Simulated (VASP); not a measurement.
# HfC in VASP: notebook

Runs on HfC. Level: PBE. Tasks: single point.

Program: VASP 6.6.1. These are calculated values, not measurements. Logs are shortened: lines on timing, memory, paths and dates and some standing lists are left out, and cuts for length are marked.

### 1 The cell of the first run

The structure is cubic, space group Fm-3m (No. 225). The conventional cell has a = 4.650 Å, b = 4.650 Å, c = 4.650 Å, α = 90.00°, β = 90.00°, γ = 90.00°. Within 3.1 Å of Hf (site symmetry m-3m) lie 6 C at 2.33 Å. C (site symmetry m-3m) has 6 Hf at 2.33 Å within 3.1 Å.

### 2 Single point, PBE

INCAR

```
SYSTEM = HfC
PREC     = Accurate       ! precision mode
ENCUT    = 520            ! plane-wave cutoff, eV
EDIFF    = 1E-6           ! SCF threshold, eV
ISMEAR   = 0              ! smearing method
SIGMA    = 0.1            ! smearing width, eV
LREAL    = .False.        ! projectors in reciprocal space
LASPH    = .True.         ! aspherical terms in the spheres
NELM     = 60             ! most SCF steps
ALGO     = Normal         ! electronic algorithm
ISIF     = 2              ! what is computed and relaxed
LWAVE    = .False.        ! write WAVECAR
LCHARG   = .True.         ! write CHGCAR
GGA      = PE             ! functional
LELF     = .True.         ! ELF
LVHAR    = .True.       
NBANDS   = 14             ! bands
```

KPOINTS

```
regular mesh
0
Gamma
  11 11 11
  0 0 0
```

POSCAR

```
HfC
1.0
    0.0000000000      2.3250000000      2.3250000000
    2.3250000000      0.0000000000      2.3250000000
    2.3250000000      2.3250000000      0.0000000000
Hf C
1 1
Direct
    0.5000000000      0.5000000000      0.5000000000
    0.0000000000      0.0000000000      0.0000000000
```

Potentials or basis: VASP PAW PBE potentials, release 64 (Hf_pv, C).

On the command line:

```bash
$ cat potpaw_PBE.64/Hf_pv/POTCAR potpaw_PBE.64/C/POTCAR > POTCAR
$ mpirun -np 1 vasp_std > vasp.out
```

OUTCAR:

```text
SYSTEM = HfC
   PREC = Accurate
   ENCUT = 520
   EDIFF = 1E-6
   ISMEAR = 0
   LREAL = .False.
   LASPH = .True.
   NELM = 60
   ISIF = 2
   GGA = PE

 ion  position               nearest neighbor table
   1  0.500  0.500  0.500-   2 2.33   2 2.33   2 2.33   2 2.33   2 2.33   2 2.33
   2  0.000  0.000  0.000-   1 2.33   1 2.33   1 2.33   1 2.33   1 2.33   1 2.33

  LATTYP: Found a face centered cubic cell.
 ALAT       =     4.6500000000

  Lattice vectors:

 A1 = (   0.0000000000,   2.3250000000,   2.3250000000)
 A2 = (   2.3250000000,   0.0000000000,   2.3250000000)
 A3 = (   2.3250000000,   2.3250000000,   0.0000000000)

Analysis of symmetry for initial positions (statically):
=====================================================================
 Subroutine PRICEL returns:
 Original cell was already a primitive cell.

 Routine SETGRP: Setting up the symmetry group for a
 face centered cubic supercell.

 Subroutine GETGRP returns: Found 48 space group operations
 (whereof 48 operations were pure point group operations)
 out of a pool of 48 trial point group operations.

The static configuration has the point symmetry O_h .

Analysis of symmetry for dynamics (positions and initial velocities):
=====================================================================
 Subroutine PRICEL returns:
 Original cell was already a primitive cell.

 Routine SETGRP: Setting up the symmetry group for a
 face centered cubic supercell.

 Subroutine GETGRP returns: Found 48 space group operations
 (whereof 48 operations were pure point group operations)
 out of a pool of 48 trial point group operations.

The dynamic configuration has the point symmetry O_h .

 Subroutine INISYM returns: Found 48 space group operations
 (whereof 48 operations are pure point group operations),
 and found     1 'primitive' translations

----------------------------------------------------------------------------------------

                                     Primitive cell

  volume of cell :      25.1362

  direct lattice vectors                    reciprocal lattice vectors
     0.000000000  2.325000000  2.325000000    -0.215053763  0.215053763  0.215053763
     2.325000000  0.000000000  2.325000000     0.215053763 -0.215053763  0.215053763
     2.325000000  2.325000000  0.000000000     0.215053763  0.215053763 -0.215053763

  length of vectors
     3.288046533  3.288046533  3.288046533     0.372484045  0.372484045  0.372484045

  position of ions in fractional coordinates (direct lattice)
[... 83 lines left out ...]
   IBRION =     -1    ionic relax: 0-MD 1-quasi-New 2-CG
   NFREE  =      0    steps in history (QN), initial steepest desc. (CG)
   ISIF   =      2    stress and relaxation
   ISYM   =      2    0-nonsym 1-usesym 2-fastsym
   POTIM  = 0.5000    time-step for ionic-motion
   TEBEG  =    0.0;   TEEND  =   0.0 temperature during run
   PSTRESS=    0.0 pullay stress
   NELECT =      14.0000    total number of electrons
   NUPDOWN=      -1.0000    fix difference up-down
   EMIN   =  10.00;   EMAX   =-10.00  energy-range for DOS
   EFERMI =   0.00;   METHOD = LEGACY
   ISMEAR =     0;   SIGMA  =   0.10  broadening in eV -4-tet -1-fermi 0-gaus
   EFERMI_NEDOS =   21; number of points for ismear=-14 and -15
   IALGO  =     38    algorithm
   IMIX   =      4    mixing-type and parameters
     AMIX     =   0.40;   BMIX     =  1.00
     AMIX_MAG =   1.60;   BMIX_MAG =  1.00
  volume/ion in A,a.u.               =      12.57        84.81
  Fermi-wavevector in a.u.,A,eV,Ry     =   1.346949  2.545365 24.684672  1.814272
  Thomas-Fermi vector in A             =   2.474740
   LORBIT       =      0    0 simple, 1 ext, 2 COOP (PROOUT), +10 PAW based schemes
   GGA     = PE    functional components
   LHFCALC =     F    Hartree Fock is set to
   AEXX    =    0.0000 exact exchange contribution
   IVDW    =     0    specifies the selected vdW correction
   LEPSILON=     F    determine dielectric tensor
   LRPA    =     F    only Hartree local field effects (RPA)
 non-spin polarized calculation
 Gauss-broadening in eV      SIGMA  =   0.10
  energy-cutoff  :      520.00
  volume of cell :       25.14
 maximum number of plane-waves:       690
   NGX = 13   NGY = 13   NGZ = 13

 number of electron      14.0000000 magnetization

 Free energy of the ion-electron system (eV)
  ---------------------------------------------------
  ext. energy  EPLUGINS =         0.00000000
  ---------------------------------------------------
  free energy    TOTEN  =       -21.04535177 eV

  energy without entropy =      -21.04333142  energy(sigma->0) =      -21.04434159

 E-fermi :   6.0194     XC(G=0): -12.2853

 val. band max:        5.8291025402   @ k =   0.4545   0.4545   0.0000
 cond. band min:       6.0681010979   @ k =  -0.4545   0.4545   0.0000
 fundamental gap:      0.2389985576
 Fermi energy:         6.0193928237

 k-point     1 :       0.0000    0.0000    0.0000
  band No.  band energies     occupation
      1     -23.6205      2.00000
      2     -23.6205      2.00000
      3     -23.6205      2.00000
      4      -6.3548      2.00000
      5       6.9551      0.00000
      6       6.9551      0.00000
      7       6.9551      0.00000
      8       7.3440      0.00000
      9       7.3440      0.00000
     10       7.3440      0.00000
     11       9.3432      0.00000
     12       9.3432      0.00000
     13      12.7826      0.00000
     14      16.9541      0.00000
[... 377 lines left out ...]
      1     -23.9958      2.00000
      2     -23.7687      2.00000
      3     -23.6497      2.00000
      4      -4.5030      2.00000
      5       2.3337      2.00000
      6       3.7217      2.00000
      7       4.0810      2.00000
      8       8.6503      0.00000
      9       9.7435      0.00000
     10      10.7315      0.00000
     11      11.6170      0.00000
     12      15.5578      0.00000
     13      15.5818      0.00000
     14      19.7054      0.00000

 [... further k-points ...]
[... 5 lines left out ...]
  --------------------------------------------------------------------------------------
  -------------------------------------------------------------------------------------
  Total       -0.0593444     -0.0593444     -0.0593444      0.0000000      0.0000000      0.0000000
  in kB       -3.7826112     -3.7826112     -3.7826112      0.0000000      0.0000000      0.0000000
  external PRESSURE =      -3.7826112 kB  Pullay stress =       0.0000000 kB

 VOLUME and BASIS-vectors are now :
 -----------------------------------------------------------------------------
  energy-cutoff  :      520.00
  volume of cell :       25.14
      direct lattice vectors                 reciprocal lattice vectors
     0.000000000  2.325000000  2.325000000    -0.215053763  0.215053763  0.215053763
     2.325000000  0.000000000  2.325000000     0.215053763 -0.215053763  0.215053763
     2.325000000  2.325000000  0.000000000     0.215053763  0.215053763 -0.215053763

 POSITION                                       TOTAL-FORCE (eV/Angst)
 -----------------------------------------------------------------------------------
      2.32500      2.32500      2.32500        -0.000000      0.000000     -0.000000
      0.00000      0.00000      0.00000         0.000000     -0.000000      0.000000
 -----------------------------------------------------------------------------------
    total drift:                                0.000000     -0.000000      0.000000

  FREE ENERGIE OF THE ION-ELECTRON SYSTEM (eV)
  ---------------------------------------------------
  free  energy   TOTEN  =       -21.0453517656 eV

  energy  without entropy=      -21.0433314214  energy(sigma->0) =      -21.04434159
```

stdout:

```text
POSCAR found type information on POSCAR HfC
 POSCAR found :  2 types and       2 ions
 scaLAPACK will be used
 LDA part: xc-table for (Slater+PW92), standard interpolation
 POSCAR, INCAR and KPOINTS ok, starting setup
 FFT: planning ... GRIDC
 FFT: planning ... GRID_SOFT
 FFT: planning ... GRID
 WAVECAR not read
 entering main loop
```

Run time: 6.6 s. Hardware: 1 thread of Intel Xeon 6975P-C (Granite Rapids), shared host; peak memory 0.14 GiB.

What came out:

```yaml
Free_energy: -21.0454 eV
Pressure: -0.4 GPa
Band_gap_on_the_k_mesh: zero (band 7 reaches 6.96 eV, above the bottom of band 8 at 5.53 eV)
```

Levels at points of the mesh, in eV from the Fermi level:
```tsv
k point	band 5	band 6	band 7	band 8	band 9	band 10
(0.00, 0.00, 0.00)	0.94	0.94	0.94	1.32	1.32	1.32
```

Caveat: spin-orbit coupling is left out, which moves the levels of the heavy elements.

### 3 Single point, PBE

Changes to INCAR since step 2:

```diff
@@ -8,3 +8,3 @@
 LASPH    = .True.         ! aspherical terms in the spheres
-NELM     = 60             ! most SCF steps
+NELM     = 100            ! most SCF steps
 ALGO     = Normal         ! electronic algorithm
@@ -12,6 +12,4 @@
 LWAVE    = .False.        ! write WAVECAR
-LCHARG   = .True.         ! write CHGCAR
+LCHARG   = .False.        ! write CHGCAR
 GGA      = PE             ! functional
-LELF     = .True.         ! ELF
-LVHAR    = .True.       
 NBANDS   = 14             ! bands
```

KPOINTS

```
Automatic mesh
0
Gamma
  11 11 11
  0 0 0
```

Changes to POSCAR since step 2:

```diff
@@ -8,3 +8,3 @@
 Direct
-    0.5000000000      0.5000000000      0.5000000000
+    0.5215053763      0.4784946237      0.4784946237
     0.0000000000      0.0000000000      0.0000000000
```

Potentials or basis: VASP PAW PBE potentials, release 64 (Hf_pv, C).

On the command line:

```bash
$ cat potpaw_PBE.64/Hf_pv/POTCAR potpaw_PBE.64/C/POTCAR > POTCAR
$ mpirun -np 1 vasp_std > vasp.out
```

OUTCAR:

```text
SYSTEM = HfC
   PREC = Accurate
   ENCUT = 520
   EDIFF = 1E-6
   ISMEAR = 0
   LREAL = .False.
   LASPH = .True.
   NELM = 100
   ISIF = 2
   GGA = PE

 ion  position               nearest neighbor table
   1  0.522  0.478  0.478-   2 2.23   2 2.33   2 2.33   2 2.33   2 2.33   2 2.42
   2  0.000  0.000  0.000-   1 2.23   1 2.33   1 2.33   1 2.33   1 2.33   1 2.42

  LATTYP: Found a face centered cubic cell.
 ALAT       =     4.6500000000

  Lattice vectors:

 A1 = (   0.0000000000,   2.3250000000,   2.3250000000)
 A2 = (   2.3250000000,   0.0000000000,   2.3250000000)
 A3 = (   2.3250000000,   2.3250000000,   0.0000000000)
[... 585 lines left out ...]
     11      11.8081      0.00000
     12      13.8335      0.00000
     13      14.9981      0.00000
     14      19.7127      0.00000

 [... further k-points ...]
[... 5 lines left out ...]
  --------------------------------------------------------------------------------------
  -------------------------------------------------------------------------------------
  Total        0.3742943     -0.0801622     -0.0801622     -0.0000000      0.0000000      0.0000000
  in kB       23.8574996     -5.1095319     -5.1095319     -0.0000000      0.0000000      0.0000000
  external PRESSURE =       4.5461453 kB  Pullay stress =       0.0000000 kB

 VOLUME and BASIS-vectors are now :
 -----------------------------------------------------------------------------
  energy-cutoff  :      520.00
  volume of cell :       25.14
      direct lattice vectors                 reciprocal lattice vectors
     0.000000000  2.325000000  2.325000000    -0.215053763  0.215053763  0.215053763
     2.325000000  0.000000000  2.325000000     0.215053763 -0.215053763  0.215053763
     2.325000000  2.325000000  0.000000000     0.215053763  0.215053763 -0.215053763

 POSITION                                       TOTAL-FORCE (eV/Angst)
 -----------------------------------------------------------------------------------
      2.22500      2.32500      2.32500         0.728843      0.000000      0.000000
      0.00000      0.00000      0.00000        -0.728843      0.000000      0.000000
 -----------------------------------------------------------------------------------
    total drift:                                0.000005      0.000000      0.000000

  FREE ENERGIE OF THE ION-ELECTRON SYSTEM (eV)
  ---------------------------------------------------
  free  energy   TOTEN  =       -21.0085420491 eV

  energy  without entropy=      -21.0071040093  energy(sigma->0) =      -21.00782303
```

OSZICAR:

```text
N       E                     dE             d eps       ncg     rms          rms(c)
DAV:   1     0.228005655430E+02    0.22801E+02   -0.76682E+03  3528   0.978E+02
DAV:   2    -0.227128515615E+02   -0.45513E+02   -0.42710E+02  4548   0.201E+02
DAV:   3    -0.242082605484E+02   -0.14954E+01   -0.14911E+01  4284   0.264E+01
DAV:   4    -0.242147887576E+02   -0.65282E-02   -0.65279E-02  4104   0.217E+00
DAV:   5    -0.242148297524E+02   -0.40995E-04   -0.40995E-04  4354   0.155E-01    0.570E+01
DAV:   6    -0.210726286868E+02    0.31422E+01   -0.11807E+01  3936   0.183E+01    0.410E+01
DAV:   7    -0.210236273870E+02    0.49001E-01   -0.55624E-01  4428   0.522E+00    0.249E+01
DAV:   8    -0.210151001291E+02    0.85273E-02   -0.70677E-02  4068   0.214E+00    0.636E+00
DAV:   9    -0.210087817992E+02    0.63183E-02   -0.21517E-02  4128   0.874E-01    0.207E+00
DAV:  10    -0.210085451296E+02    0.23667E-03   -0.12974E-03  4362   0.268E-01    0.751E-02
DAV:  11    -0.210085423470E+02    0.27825E-05   -0.71733E-05  4164   0.701E-02    0.237E-02
DAV:  12    -0.210085420491E+02    0.29796E-06   -0.27091E-06  4398   0.146E-02
   1 F= -.21008542E+02 E0= -.21007823E+02  d E =-.143804E-02
```

Run time: 12 s. Hardware: 1 thread of Intel Xeon 6975P-C (Granite Rapids), shared host; peak memory 0.17 GiB.

What came out:

```yaml
Free_energy: -21.0085 eV
Pressure: 0.5 GPa
Largest_force: 0.729 eV/Å
Band_gap_on_the_k_mesh: zero (band 7 reaches 6.72 eV, above the bottom of band 8 at 5.50 eV)
```

Forces in eV/Å, atoms in the order of the input:
```
Hf   0.729  0.000  0.000
C   -0.729  0.000  0.000
```

Stress tensor (GPa, compression positive):
```
 2.39  0.00  0.00
 0.00 -0.51  0.00
 0.00  0.00 -0.51
```

Caveat: spin-orbit coupling is left out, which moves the levels of the heavy elements.

[end of part 1 of 2]
